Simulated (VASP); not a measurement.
Input of a VASP 6.6.1 run:

Contents of INCAR:

```
SYSTEM = PbO2
ALGO = Normal
EDIFF = 1E-6
ENCUT = 520
GGA = PE
ISIF = 2
ISMEAR = 0
LASPH = .True.
LCHARG = .False.
LREAL = .False.
LWAVE = .False.
NBANDS = 35
NELM = 80
PREC = Accurate
SIGMA = 0.02
```

Contents of KPOINTS:

```
k-points
0
Gamma
  6 6 6
  0 0 0
```

POSCAR

```
PbO2
1.0
    6.3461961536      0.0000000000      0.0000000000
    0.0000000000      3.0027954443      2.5704909603
    0.0000000000     -3.0027954443      2.5704909603
Pb O
2 4
Direct
    0.0000000000      0.8967227157      0.8967227157
    0.5000000000      0.3967227157      0.3967227157
    0.9081834711      0.4763228476      0.3170733124
    0.4081834711      0.8170733124      0.9763228476
    0.5918165289      0.9763228476      0.8170733124
    0.0918165289      0.3170733124      0.4763228476
```

Potentials or basis: VASP PAW PBE potentials, release 64 (Pb_d, O).

The run is started by

```console
$ cat potpaw_PBE.64/Pb_d/POTCAR potpaw_PBE.64/O/POTCAR > POTCAR
$ mpirun -np 1 vasp_std > vasp.out
```

(1) Predict the pressure.

(2) What does it give for the largest force?

(3) Predict the band gap on the k mesh.

Answers

(1) 0.1 GPa.

(2) 0.162 eV/Å.

(3) 0.47 eV (least direct gap 0.62 eV).

Caveat: spin-orbit coupling is left out, which moves the levels of the heavy elements.
